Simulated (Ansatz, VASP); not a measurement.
## AlN in VASP and in Ansatz

File POSCAR:

```
AlN
1.0
    0.0000000000      2.2127336128      2.2127336128
    2.2127336128      0.0000000000      2.2127336128
    2.2127336128      2.2127336128      0.0000000000
Al N
1 1
Direct
    0.0000000000      0.0000000000      0.0000000000
    0.2500000000      0.2500000000      0.2500000000
```

File INCAR.step1:

```
SYSTEM = AlN
PREC = Accurate ; ENCUT = 520
EDIFF = 1E-5 ; ISMEAR = -1
SIGMA = 0.05 ; LREAL = .False.
LASPH = .True. ; NELM = 60
ALGO = Normal ; ISIF = 2
LWAVE = .True. ; LCHARG = .False.
NBANDS = 11 ; GGA = PE
```

Contents of INCAR.step2:

```
SYSTEM = AlN
PREC = Accurate ; ENCUT = 520
EDIFF = 1E-6 ; ISMEAR = -1
SIGMA = 0.05 ; LREAL = .False.
LASPH = .True. ; NELM = 60
ALGO = Normal ; ISIF = 2
LWAVE = .False. ; LCHARG = .False.
GGA = B5 ; LHFCALC = .True.
AEXX = 0.2 ; AGGAX = 0.72
AGGAC = 0.81 ; ALDAC = 0.19
PRECFOCK = Normal ; NBANDS = 11
ISTART = 1
```

Contents of KPOINTS:

```
regular mesh
0
Gamma
  5 5 5
  0 0 0
```

The input input.yaml:

```yaml
crystal:
  lattice:
    - [0.0, 2.2127336128, 2.2127336128]
    - [2.2127336128, 0.0, 2.2127336128]
    - [2.2127336128, 2.2127336128, 0.0]
  atoms:
    - { symbol: Al, position: [0.0, 0.0, 0.0] }
    - { symbol: "N", position: [0.25, 0.25, 0.25] }
hamiltonian:
  xc: b3lyp5
  pseudopotentials: { kind: paw }
kpoints:
  mp_grid: { grid: [5, 5, 5] }
scf:
  occupations: { method: fermi_dirac, width: 0.05 }
output:
  forces: true
  stress: true
  eigenvalues: true
```

Alike in both runs: task single point; functional B3LYP5; k mesh 5 × 5 × 5; occupations fermi-dirac, width 0.05 eV; no spin polarisation.

|  | VASP | Ansatz |
| --- | --- | --- |
| version | VASP 6.6.1 | Ansatz 0.2.0 |
| potentials or method | VASP PAW PBE potentials, release 64 (Al, N) | Ansatz PAW |
| plane-wave cutoff (eV) | 520 | 420 |
| valence electrons in the cell | 8 | 8 |

Ansatz gave:

```
gap on the k mesh at the Fermi level (eV) : 5.79
least direct gap on the mesh (eV)         : 5.80
pressure (GPa)                            : -5.1
```

Problem. What did VASP give for the same quantities?

Solution. gap on the k mesh at the Fermi level (eV): 5.79; least direct gap on the mesh (eV): 5.81; pressure (GPa): -4.6.

VASP's potentials were made for PBE, not for B3LYP5. With one functional, cell and mesh, what is left measures potentials, basis and numerics.

The k mesh is coarse, so the values compare programs but aren't converged. Noted on Ansatz's run: odd divisions of the mesh miss points on the zone boundary, where band edges often lie, so the gap on the mesh can be too wide.
